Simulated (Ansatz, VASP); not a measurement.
BaZrO3: VASP beside Ansatz

```xyz
5
Lattice="4.1815 0.0000 0.0000 0.0000 4.1815 0.0000 0.0000 0.0000 4.1815" Properties=species:S:1:pos:R:3 pbc="T T T"
Ba    2.0907    2.0642    2.0642
Zr    0.0000    0.0000    0.0000
O     2.0907    0.0000    0.0000
O     0.0000    2.0907    0.0000
O     0.0000    0.0000    2.0907
```

Change from the starting cell: all Ba atoms moved +0.037 Å, as atom 1 towards its neighbour atom 3 (O) at 2.957 Å.

Alike in both runs: task single point; functional r2SCAN; k mesh 6 × 6 × 6; occupations gaussian, width 0.05 eV; no spin polarisation.

|  | VASP | Ansatz |
| --- | --- | --- |
| version | VASP 6.6.1 | Ansatz 0.2.0 |
| potentials or method | VASP PAW PBE potentials, release 64 (Ba_sv, Zr_sv, O), cutoff 520 eV | scalar-relativistic, plane waves, PAW |
| valence electrons in the cell | 40 | 40 |

Ansatz gave:

* gap on the k mesh at the Fermi level (eV): 3.77
* least direct gap on the mesh (eV): 3.98
* pressure (GPa): 2.9
* rms of the force components (eV/Å): 0.055

**Question.** What did VASP give for the same quantities?

**Answer.** gap on the k mesh at the Fermi level (eV): 3.72; least direct gap on the mesh (eV): 3.96; pressure (GPa): 4.0; rms of the force components (eV/Å): 0.058.

VASP's potentials were made for PBE, not for r2SCAN. Atom by atom the forces differ by 0.005 eV/Å (rms over components).

Neither program's run includes spin-orbit coupling.
